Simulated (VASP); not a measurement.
# Au in VASP: notebook, part 2 of 2

VASP 6.6.1. The steps go on from the part before.

## 5. Single point, PBE

This run uses another cell than the first one, of 207.58 Å³/atom, 0.983 times its volume.

The input, INCAR:

```
  PREC = Accurate
  ENCUT = 520
  EDIFF = 1E-6
  ISMEAR = 0
  SIGMA = 0.1
  LREAL = False
  LASPH = True
  NELM = 80
  ALGO = Normal
  ISIF = 2
  LWAVE = False
  LCHARG = False
  LDIPOL = True
  IDIPOL = 3
  DIPOL = 0.5 0.5 0.294
  GGA = PE
  NBANDS = 18
```

The input, KPOINTS:

```
Automatic mesh
0
Gamma
  6 6 1
```

The input, POSCAR:

```
Au
1.0
    4.4880362812      0.0000000000      0.0000000000
   -2.2440181406      3.8867534326      0.0000000000
    0.0000000000      0.0000000000     23.8000000000
Au
2
Direct
    0.3333333333      0.6666666667      0.2941176471
    0.6666666667      0.3333333333      0.2941176471
```

Potentials or basis: VASP PAW PBE potentials, release 64 (Au).

On the command line:

```console
$ cat potpaw_PBE.64/Au/POTCAR > POTCAR
$ mpirun -np 1 vasp_std > vasp.out
```

OUTCAR:

```text
PREC = Accurate
   ENCUT = 520
   EDIFF = 1E-6
   ISMEAR = 0
   LREAL = False
   LASPH = True
   NELM = 80
   ISIF = 2
   GGA = PE

 ion  position               nearest neighbor table
   1  0.333  0.667  0.294-   2 2.59   2 2.59   2 2.59
   2  0.667  0.333  0.294-   1 2.59   1 2.59   1 2.59

  LATTYP: Found a hexagonal cell.
 ALAT       =     4.4880362812
 C/A-ratio  =     5.3029874334

  Lattice vectors:

 A1 = (   4.4880362812,   0.0000000000,   0.0000000000)
 A2 = (  -2.2440181406,   3.8867534326,   0.0000000000)
 A3 = (   0.0000000000,   0.0000000000,  23.8000000000)

Analysis of symmetry for initial positions (statically):
=====================================================================
 Subroutine PRICEL returns:
 Original cell was already a primitive cell.

 Routine SETGRP: Setting up the symmetry group for a
 hexagonal supercell.

 Subroutine GETGRP returns: Found 24 space group operations
 (whereof 12 operations were pure point group operations)
 out of a pool of 24 trial point group operations.

The static configuration has the point symmetry C_6v.
 The point group associated with its full space group is D_6h.

Analysis of symmetry for dynamics (positions and initial velocities):
[... 150 lines left out ...]
 Fermi energy:        -4.7359944874

 k-point     1 :       0.0000    0.0000    0.0000
  band No.  band energies     occupation
      1     -10.0009      2.00000
      2      -8.0357      2.00000
      3      -8.0357      2.00000
      4      -7.7839      2.00000
      5      -7.7839      2.00000
      6      -7.4902      2.00000
[... 124 lines left out ...]
      5      -7.1468      2.00000
      6      -7.1468      2.00000
[... 10 lines left out ...]
     17       4.1753      0.00000
     18       4.1753      0.00000

------------------------ aborting loop because EDIFF is reached ----------------------------------------

 vacuum level on the upper side and lower side of the slab       (xc-potential included)        -0.198        -0.229

  FORCE on cell =-STRESS in cart. coord.  units (eV):
  Direction    XX          YY          ZZ          XY          YZ          ZX
  --------------------------------------------------------------------------------------
  -------------------------------------------------------------------------------------
  Total       -0.1872082     -0.1872082     -0.0275342      0.0000000      0.0000000      0.0000000
  in kB       -0.7224621     -0.7224621     -0.1062583      0.0000000      0.0000000      0.0000000
  external PRESSURE =      -0.5170609 kB  Pullay stress =       0.0000000 kB

 VOLUME and BASIS-vectors are now :
 -----------------------------------------------------------------------------
  energy-cutoff  :      520.00
  volume of cell :      415.16
      direct lattice vectors                 reciprocal lattice vectors
     4.488036281  0.000000000  0.000000000     0.222814598  0.128642068  0.000000000
    -2.244018141  3.886753433  0.000000000     0.000000000  0.257284136  0.000000000
     0.000000000  0.000000000 23.800000000     0.000000000  0.000000000  0.042016807

 POSITION                                       TOTAL-FORCE (eV/Angst)
 -----------------------------------------------------------------------------------
     -0.00000      2.59117      7.00000         0.000000      0.000000     -0.000000
      2.24402      1.29558      7.00000        -0.000000     -0.000000      0.000000
 -----------------------------------------------------------------------------------
    total drift:                               -0.000000     -0.000000     -0.000149

  FREE ENERGIE OF THE ION-ELECTRON SYSTEM (eV)
  ---------------------------------------------------
  free  energy   TOTEN  =        -4.6238906218 eV

  energy  without entropy=       -4.6175689317  energy(sigma->0) =       -4.62072978

 vacuum level on the upper side and lower side of the slab         1.060         1.059
```

OSZICAR:

```text
N       E                     dE             d eps       ncg     rms          rms(c)
DAV:   1     0.158935381305E+03    0.15894E+03   -0.63501E+03   252   0.841E+02
DAV:   2     0.121625449839E+02   -0.14677E+03   -0.13066E+03   376   0.139E+02
DAV:   3    -0.491141956844E+01   -0.17074E+02   -0.16855E+02   278   0.584E+01
DAV:   4    -0.510583462620E+01   -0.19442E+00   -0.19420E+00   280   0.735E+00
DAV:   5    -0.510877864503E+01   -0.29440E-02   -0.29432E-02   298   0.959E-01    0.727E+00
DAV:   6    -0.464000868934E+01    0.46877E+00   -0.24214E+00   276   0.931E+00    0.580E+00
DAV:   7    -0.462996805622E+01    0.10041E-01   -0.22408E-02   270   0.957E-01    0.361E+00
DAV:   8    -0.462352272599E+01    0.64453E-02   -0.73548E-03   252   0.604E-01    0.998E-02
DAV:   9    -0.462364114436E+01   -0.11842E-03   -0.21861E-04   286   0.946E-02    0.367E-02
DAV:  10    -0.462374687254E+01   -0.10573E-03   -0.38838E-05   278   0.400E-02    0.438E-03
DAV:  11    -0.462378043431E+01   -0.33562E-04   -0.23829E-06   270   0.703E-03    0.295E-03
DAV:  12    -0.462384917174E+01   -0.68737E-04   -0.12037E-05   276   0.127E-02    0.169E-03
DAV:  13    -0.462387931768E+01   -0.30146E-04   -0.57394E-06   274   0.729E-03    0.900E-04
DAV:  14    -0.462388493156E+01   -0.56139E-05   -0.74466E-07   262   0.292E-03    0.470E-04
DAV:  15    -0.462388962366E+01   -0.46921E-05   -0.16643E-07   214   0.155E-03    0.207E-04
DAV:  16    -0.462389062178E+01   -0.99812E-06   -0.17564E-08   216   0.419E-04
   1 F= -.46238906E+01 E0= -.46207298E+01  d E =-.632169E-02
```

stdout:

```text
POSCAR found type information on POSCAR Au
 POSCAR found :  1 types and       2 ions
 scaLAPACK will be used
 LDA part: xc-table for (Slater+PW92), standard interpolation
 POSCAR, INCAR and KPOINTS ok, starting setup
 FFT: planning ... GRIDC
 FFT: planning ... GRID_SOFT
 FFT: planning ... GRID
 WAVECAR not read
 entering main loop
```

Run time: 53 s. Hardware: 1 thread of Intel Xeon Platinum 8375C at 2.90GHz (Ice Lake), shared host; peak memory 0.5 GiB.

Results:

```yaml
Free_energy: -4.6239 eV
Band_gap_on_the_k_mesh: zero (filled and empty bands touch)
```

Levels at points of the mesh, in eV from the Fermi level:
```
           k point  band 9  band 10  band 11  band 12  band 13  band 14
(0.00, 0.00, 0.00)   -1.40    -1.40    -1.31     2.57     5.68     6.07
(0.50, 0.00, 0.00)   -1.13    -1.05    -0.31     0.32     4.76     5.13
```

Caveat: spin-orbit coupling is left out, which moves the levels of the heavy elements.

## 6. Single point, PBE

The input, INCAR:

```
PREC     = Accurate       # precision mode
ENCUT    = 520            # plane-wave cutoff, eV
EDIFF    = 1E-6           # SCF threshold, eV
ISMEAR   = 0              # smearing method
SIGMA    = 0.1            # smearing width, eV
LREAL    = F              # projectors in reciprocal space
LASPH    = T              # aspherical terms in the spheres
NELM     = 100            # most SCF steps
ALGO     = Normal         # electronic algorithm
ISIF     = 2              # what is computed and relaxed
LWAVE    = F              # write WAVECAR
LCHARG   = F              # write CHGCAR
LDIPOL   = T            
IDIPOL   = 3            
DIPOL    = 0.5 0.5 0.294
GGA      = PE             # functional
NBANDS   = 18             # bands
```

KPOINTS is that of step 5.

The input, POSCAR:

```
Au
1.0
    4.5268268226      0.0000000000      0.0000000000
   -2.2634134113      3.9203470269      0.0000000000
    0.0000000000      0.0000000000     23.8000000000
Au
2
Direct
    0.3333333333      0.6666666667      0.2941176471
    0.6666666667      0.3333333333      0.2941176471
```

Potentials or basis: VASP PAW PBE potentials, release 64 (Au).

On the command line:

```console
$ cat potpaw_PBE.64/Au/POTCAR > POTCAR
$ mpirun -np 1 vasp_std > vasp.out
```

Run time: 54 s. Hardware: 1 thread of Intel Xeon Platinum 8375C at 2.90GHz (Ice Lake), shared host; peak memory 0.47 GiB.

Results (log left out):

- Free energy: -4.6156 eV
- Band gap on the k mesh: zero (filled and empty bands touch)

Levels at points of the mesh, in eV from the Fermi level:
| k point | band 7 | band 8 | band 9 | band 10 | band 11 | band 12 | band 13 | band 14 | band 15 | band 16 |
| --- | --- | --- | --- | --- | --- | --- | --- | --- | --- | --- |
| (0.00, 0.00, 0.00) | -2.68 | -2.23 | -1.39 | -1.39 | -1.30 | 2.63 | 5.69 | 6.09 | 6.13 | 7.07 |
| (0.50, 0.00, 0.00) | -1.77 | -1.72 | -1.13 | -1.05 | -0.27 | 0.28 | 4.73 | 5.12 | 6.58 | 7.84 |

Caveat: spin-orbit coupling is left out, which moves the levels of the heavy elements.

## 7. The runs side by side

| cell | k mesh | gap on the mesh (eV) |
| --- | --- | --- |
| a = 4.527, b = 4.527, c = 23.800 Å, angles 90.0, 90.0, 120.0°, 2 atoms | 3 × 3 × 1 | none |
| a = 6.317, b = 6.317, c = 14.000 Å, angles 90.0, 90.0, 120.0°, 2 atoms | 3 × 3 × 1 | none |
| a = 4.488, b = 4.488, c = 23.800 Å, angles 90.0, 90.0, 120.0°, 2 atoms | 6 × 6 × 1 | none |
| a = 4.527, b = 4.527, c = 23.800 Å, angles 90.0, 90.0, 120.0°, 2 atoms | 6 × 6 × 1 | none |

Alike in all rows: task single point; level PBE; potentials or basis VASP PAW PBE potentials, release 64 (Au); no spin polarisation; cutoff (eV) 520; smearing gaussian 0.1 eV.

Caveats: some runs use coarse meshes; spin-orbit coupling is left out, which moves the levels of the heavy elements.

Absolute energies hang on the potentials; compare differences alone.
